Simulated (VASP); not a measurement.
# Fe (Im-3m) in VASP: notebook, part 2 of 2

VASP 6.6.1. Earlier steps stand in the parts before.

**6. Single point, PBEsol, collinear spin, ferromagnetic start**

Input file INCAR:

```
PREC     = Accurate       # precision mode
ENCUT    = 600            # plane-wave cutoff, eV
EDIFF    = 1E-6           # SCF threshold, eV
ISMEAR   = -1             # smearing method
SIGMA    = 0.05           # smearing width, eV
LREAL    = False          # projectors in reciprocal space
LASPH    = True           # aspherical terms in the spheres
NELM     = 200            # most SCF steps
ALGO     = Normal         # electronic algorithm
ISIF     = 2              # what is computed and relaxed
LWAVE    = False          # write WAVECAR
LCHARG   = False          # write CHGCAR
ISPIN    = 2              # spin polarisation
MAGMOM   = 4.5            # initial moments
LORBIT   = 11             # projections on sites
NUPDOWN  = 4.5            # fixed moment
LMAXMIX  = 4              # l up to which the mixer works
GGA      = PS             # functional
NBANDS   = 18             # bands
GGA_COMPAT= False
```

Input file KPOINTS:

```
regular mesh
0
Gamma
  11 11 11
```

Input file POSCAR:

```
Fe
1.0
   -1.4430000000      1.4430000000      1.4430000000
    1.4430000000     -1.4430000000      1.4430000000
    1.4430000000      1.4430000000     -1.4430000000
Fe
1
Direct
    0.0000000000      0.0000000000      0.0000000000
```

Potentials or basis: VASP PAW PBE potentials, release 64 (Fe_sv).

Launch:

```sh
$ cat potpaw_PBE.64/Fe_sv/POTCAR > POTCAR
$ mpirun -np 1 vasp_std > vasp.out
```

OUTCAR:

```text
PREC = Accurate
   ENCUT = 600
   EDIFF = 1E-6
   ISMEAR = -1
   LREAL = False
   LASPH = True
   NELM = 200
   ISIF = 2
   ISPIN = 2
   LORBIT = 11
   NUPDOWN = 4.5
   GGA = PS

 ion  position               nearest neighbor table
   1  0.000  0.000  0.000-

  LATTYP: Found a body centered cubic cell.
 ALAT       =     2.8860000000

  Lattice vectors:

 A1 = (  -1.4430000000,   1.4430000000,   1.4430000000)
 A2 = (   1.4430000000,  -1.4430000000,   1.4430000000)
 A3 = (   1.4430000000,   1.4430000000,  -1.4430000000)

Analysis of symmetry for initial positions (statically):
=====================================================================
 Subroutine PRICEL returns:
 Original cell was already a primitive cell.

 Routine SETGRP: Setting up the symmetry group for a
 body centered cubic supercell.

 Subroutine GETGRP returns: Found 48 space group operations
 (whereof 48 operations were pure point group operations)
 out of a pool of 48 trial point group operations.

The static configuration has the point symmetry O_h .

Analysis of symmetry for dynamics (positions and initial velocities):
=====================================================================
 Subroutine PRICEL returns:
 Original cell was already a primitive cell.

 Routine SETGRP: Setting up the symmetry group for a
 body centered cubic supercell.

 Subroutine GETGRP returns: Found 48 space group operations
 (whereof 48 operations were pure point group operations)
 out of a pool of 48 trial point group operations.

The dynamic configuration has the point symmetry O_h .

Analysis of structural, dynamic, and magnetic symmetry:
=====================================================================
 Subroutine PRICEL returns:
 Original cell was already a primitive cell.

 Routine SETGRP: Setting up the symmetry group for a
 body centered cubic supercell.

 Subroutine GETGRP returns: Found 48 space group operations
 (whereof 48 operations were pure point group operations)
 out of a pool of 48 trial point group operations.

The overall configuration has the point symmetry O_h .

 Subroutine INISYM returns: Found 48 space group operations
 (whereof 48 operations are pure point group operations),
 and found     1 'primitive' translations

----------------------------------------------------------------------------------------

                                     Primitive cell

  volume of cell :      12.0187

  direct lattice vectors                    reciprocal lattice vectors
    -1.443000000  1.443000000  1.443000000     0.000000000  0.346500347  0.346500347
     1.443000000 -1.443000000  1.443000000     0.346500347  0.000000000  0.346500347
     1.443000000  1.443000000 -1.443000000     0.346500347  0.346500347  0.000000000

  length of vectors
     2.499349315  2.499349315  2.499349315     0.490025489  0.490025489  0.490025489

  position of ions in fractional coordinates (direct lattice)
     0.000000000  0.000000000  0.000000000

  ion indices of the primitive-cell ions
   primitive index   ion index
                 1           1

----------------------------------------------------------------------------------------

 KPOINTS: regular mesh

Automatic generation of k-mesh.
 Grid dimensions read from file:
 generate k-points for:   11   11   11
[... 48 lines left out ...]
   total plane-waves  NPLWV =   8000
   dimension x,y,z NGX =    20 NGY =   20 NGZ =   20
   dimension x,y,z NGXF=    40 NGYF=   40 NGZF=   40
   ions per type =               1
   NGX,Y,Z   is equivalent  to a cutoff of  13.30, 13.30, 13.30 a.u.
   NGXF,Y,Z  is equivalent  to a cutoff of  26.61, 26.61, 26.61 a.u.
 SYSTEM =  unknown system
   PREC   = accura    normal or accurate (medium, high low for compatibility)
   ISTART =      0    job   : 0-new  1-cont  2-samecut
   ICHARG =      2    charge: 1-file 2-atom 10-const
   ISPIN  =      2    spin polarized calculation?
   LNONCOLLINEAR =      F non collinear calculations
   LSORBIT =      F    spin-orbit coupling
   LASPH  =      T    aspherical Exc in radial PAW
   ENCUT  =  600.0 eV  44.10 Ry    6.64 a.u.   4.99  4.99  4.99*2*pi/ulx,y,z
   NELM   =    200;   NELMIN=  2; NELMDL= -5     # of ELM steps
   EDIFF  = 0.1E-05   stopping-criterion for ELM
   LREAL  =      F    real-space projection
   EDIFFG = 0.1E-04   stopping-criterion for IOM
   NSW    =      0    number of steps for IOM
   IBRION =     -1    ionic relax: 0-MD 1-quasi-New 2-CG
   NFREE  =      0    steps in history (QN), initial steepest desc. (CG)
   ISIF   =      2    stress and relaxation
   ISYM   =      2    0-nonsym 1-usesym 2-fastsym
   POTIM  = 0.5000    time-step for ionic-motion
   TEBEG  =    0.0;   TEEND  =   0.0 temperature during run
   PSTRESS=    0.0 pullay stress
   NELECT =      16.0000    total number of electrons
   NUPDOWN=       4.5000    fix difference up-down
   EMIN   =  10.00;   EMAX   =-10.00  energy-range for DOS
   EFERMI =   0.00;   METHOD = LEGACY
   ISMEAR =    -1;   SIGMA  =   0.05  broadening in eV -4-tet -1-fermi 0-gaus
   EFERMI_NEDOS =   21; number of points for ismear=-14 and -15
   IALGO  =     38    algorithm
   IMIX   =      4    mixing-type and parameters
     AMIX     =   0.40;   BMIX     =  1.00
     AMIX_MAG =   1.60;   BMIX_MAG =  1.00
  volume/ion in A,a.u.               =      12.02        81.11
  Fermi-wavevector in a.u.,A,eV,Ry     =   1.800923  3.403251 44.128101  3.243324
  Thomas-Fermi vector in A             =   2.861551
   LORBIT       =     11    0 simple, 1 ext, 2 COOP (PROOUT), +10 PAW based schemes
   GGA     = PS    functional components
   LHFCALC =     F    Hartree Fock is set to
   AEXX    =    0.0000 exact exchange contribution
   IVDW    =     0    specifies the selected vdW correction
   LEPSILON=     F    determine dielectric tensor
   LRPA    =     F    only Hartree local field effects (RPA)
 spin polarized calculation
  energy-cutoff  :      600.00
  volume of cell :       12.02
 maximum number of plane-waves:       414
   NGX =  9   NGY =  9   NGZ =  9

 number of electron      16.0000007 magnetization       4.5000002

 Free energy of the ion-electron system (eV)
  ---------------------------------------------------
  ext. energy  EPLUGINS =         0.00000000
  ---------------------------------------------------
  free energy    TOTEN  =        -5.16740091 eV

  energy without entropy =       -5.15567890  energy(sigma->0) =       -5.16153991

 E-fermi :  10.6185     XC(G=0): -13.5402

 val. band max:       18.2262364709   @ k =   0.2727   0.2727   0.0909
 cond. band min:      10.6223106473   @ k =   0.2727   0.1818   0.0909
 fundamental gap:     -7.6039258235
 Fermi energy:        18.2468449196

 spin component 1

 k-point     1 :       0.0000    0.0000    0.0000
  band No.  band energies     occupation
      1     -77.8374      1.00000
      2     -43.7692      1.00000
      3     -43.7692      1.00000
      4     -43.7692      1.00000
      5       2.0876      1.00000
      6       7.7010      1.00000
[... 493 lines left out ...]
     17      49.2065      0.00000
     18      49.4395      0.00000

 [... further k-points ...]

 spin component 2

 k-point     1 :       0.0000    0.0000    0.0000
  band No.  band energies     occupation
      1     -73.4776      1.00000
      2     -39.4793      1.00000
      3     -39.4793      1.00000
      4     -39.4793      1.00000
      5       3.9296      1.00000
      6      11.5789      0.00000
[... 493 lines left out ...]
     17      50.9015      0.00000
     18      51.6748      0.00000

 [... further k-points ...]

------------------------ aborting loop because EDIFF is reached ----------------------------------------

  FORCE on cell =-STRESS in cart. coord.  units (eV):
  Direction    XX          YY          ZZ          XY          YZ          ZX
  --------------------------------------------------------------------------------------
  -------------------------------------------------------------------------------------
  Total        5.4445232      5.4445232      5.4445232     -0.0000000     -0.0000000      0.0000000
  in kB      725.7907871    725.7907871    725.7907871     -0.0000000     -0.0000000      0.0000000
  external PRESSURE =     725.7907871 kB  Pullay stress =       0.0000000 kB

 VOLUME and BASIS-vectors are now :
 -----------------------------------------------------------------------------
  energy-cutoff  :      600.00
  volume of cell :       12.02
      direct lattice vectors                 reciprocal lattice vectors
    -1.443000000  1.443000000  1.443000000     0.000000000  0.346500347  0.346500347
     1.443000000 -1.443000000  1.443000000     0.346500347  0.000000000  0.346500347
     1.443000000  1.443000000 -1.443000000     0.346500347  0.346500347  0.000000000

 POSITION                                       TOTAL-FORCE (eV/Angst)
 -----------------------------------------------------------------------------------
      0.00000      0.00000      0.00000        -0.000000     -0.000000     -0.000000
 -----------------------------------------------------------------------------------
    total drift:                                0.000000     -0.000000      0.000000

  FREE ENERGIE OF THE ION-ELECTRON SYSTEM (eV)
  ---------------------------------------------------
  free  energy   TOTEN  =        -5.1674009084 eV

  energy  without entropy=       -5.1556789039  energy(sigma->0) =       -5.16153991

 total charge

# of ion       s       p       d       tot
------------------------------------------
    1        2.240   6.074   5.288  13.603

 magnetization (x)

# of ion       s       p       d       tot
------------------------------------------
    1        0.069   0.087   3.573   3.728
```

Wall time 14 s (1 thread of Intel Xeon 6975P-C (Granite Rapids), shared host); peak memory 0.14 GiB.

What came out:

```yaml
Free_energy: -5.1674 eV
Pressure: 72.6 GPa
Net_moment: 4.50 μB per cell
Site_moments: Fe +3.73 μB
Valence_electrons_inside_the_program's_atomic_spheres: Fe 13.60
```

Caveat: the PAW data sets were made with another functional, which shifts forces and pressure a little; the total moment is fixed, so each spin has its own Fermi level.

**7. Overview**

| level | potentials or basis | fixed moment (μB) | cell | k mesh | cutoff (eV) | second run | grid for exact exchange (PRECFOCK) | share of exact exchange | screening parameter | gap on the mesh (eV) | pressure (GPa) | moment (μB) |
| --- | --- | --- | --- | --- | --- | --- | --- | --- | --- | --- | --- | --- |
| PBEsol | VASP PAW PBE potentials, release 64 (Fe_sv) | 1.5 | a = 2.499 Å, angles 109.5°, 1 atom | 11 × 11 × 11 | 600 | valence_matched | - | - | - | - | -31.2 | 1.50 |
| PBE | VASP PAW PBE potentials, release 64 (Fe_sv) | 2.2 | a = 2.499 Å, angles 109.5°, 1 atom | 11 × 11 × 11 | 600 | valence_matched | - | - | - | - | -13.8 | 2.20 |
| PBEsol-based screened hybrid | VASP PAW PBE potentials, release 64 (Fe) | - | a = 2.548 Å, angles 109.5°, 1 atom | 7 × 7 × 7 | 520 | - | Normal | 0.25 | 0.207 1/Å | none | -10.1 | 2.89 |
| r2SCAN50 | VASP PAW PBE potentials, release 64 (Fe) | - | a = 2.499 Å, angles 109.5°, 1 atom | 7 × 7 × 7 | 520 | - | Normal | - | - | none | 8.4 | 2.89 |
| PBEsol | VASP PAW PBE potentials, release 64 (Fe_sv) | 4.5 | a = 2.499 Å, angles 109.5°, 1 atom | 11 × 11 × 11 | 600 | valence_matched | - | - | - | - | 72.6 | 4.50 |

Alike in all rows: task single point; spin collinear, ferromagnetic start; smearing fermi-dirac 0.05 eV.

Caveats: some runs use coarse meshes; the PAW data sets were made with another functional, which shifts forces and pressure a little (some runs); the total moment is fixed, so each spin has its own Fermi level (some runs).

Absolute energies hang on the potentials; compare differences alone.
